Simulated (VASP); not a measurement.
Wanted: the native input for a VASP 6.6.1 run.

```
Task                   : relaxation of cell and atoms
Functional             : PBE
Potentials or basis    : VASP PAW PBE potentials, release 64 (Al, B, Sb, P)
Cutoff                 : 600 eV
k mesh                 : 12 × 12 × 4
Occupations            : gaussian, width 0.1 eV
Spin                   : no spin polarisation
Dipole correction      : no
Further INCAR settings : ALGO = Fast; EDIFF = 1e-07; IBRION = 2; EDIFFG = -0.01; NSW = 100; ISIF = 3
```

The structure of Al4BSbP2 lies in POSCAR:

```
Al4BSbP2
1.0
    3.8274753742      0.0000000000      0.0000000000
   -1.9137376871      3.3146909064      0.0000000000
    0.0000000000      0.0000000000     13.4315358425
Al B Sb P
4 1 1 2
Direct
    0.3333333333      0.6666666667      0.4677536818
    0.3333333333      0.6666666667      0.0287356099
    0.6666666667      0.3333333333      0.2299990531
    0.6666666667      0.3333333333      0.7869851693
    0.3333333333      0.6666666667      0.1868708660
    0.3333333333      0.6666666667      0.6756564715
    0.6666666667      0.3333333333      0.4152672666
    0.6666666667      0.3333333333      0.9587318817
```

These files were run (other wordings do the same):

INCAR

```
ALGO = Fast
EDIFF = 1E-7
EDIFFG = -0.01
ENCUT = 600
GGA = PE
IBRION = 2
ISIF = 3
ISMEAR = 0
LASPH = T
LCHARG = F
LREAL = F
LWAVE = F
NELM = 100
NSW = 100
PREC = Accurate
SIGMA = 0.1
```

KPOINTS

```
k-points
0
Gamma
  12 12 4
```

Potentials or basis: VASP PAW PBE potentials, release 64 (Al, B, Sb, P).

The run is started by

```console
$ cat potpaw_PBE.64/Al/POTCAR potpaw_PBE.64/B/POTCAR potpaw_PBE.64/Sb/POTCAR potpaw_PBE.64/P/POTCAR > POTCAR
$ mpirun -np 1 vasp_std > vasp.out
```

It gave:

* Relaxed volume: 21.44 Å³/atom
* Relaxed cell: a = 3.826 Å, b = 3.826 Å, c = 13.531 Å, α = 90.00°, β = 90.00°, γ = 120.00°
* Space group after relaxing (to 0.1 Å): P3m1 (No. 156)
* Energy gained by relaxing: 2.4 meV/atom
* Ionic steps: 12
* Pressure after relaxing: 0.0 GPa
* Largest force after relaxing: 0.010 eV/Å
* Band gap on the k mesh: zero (bands 15 and 16 overlap by 2.05 eV)

Caveat: spin-orbit coupling is left out, which moves the levels of the heavy elements.

Wall time 54 min on 1 thread of Oxide Virtual Turin-like Processor, with other jobs on the host, peak memory 0.55 GiB.
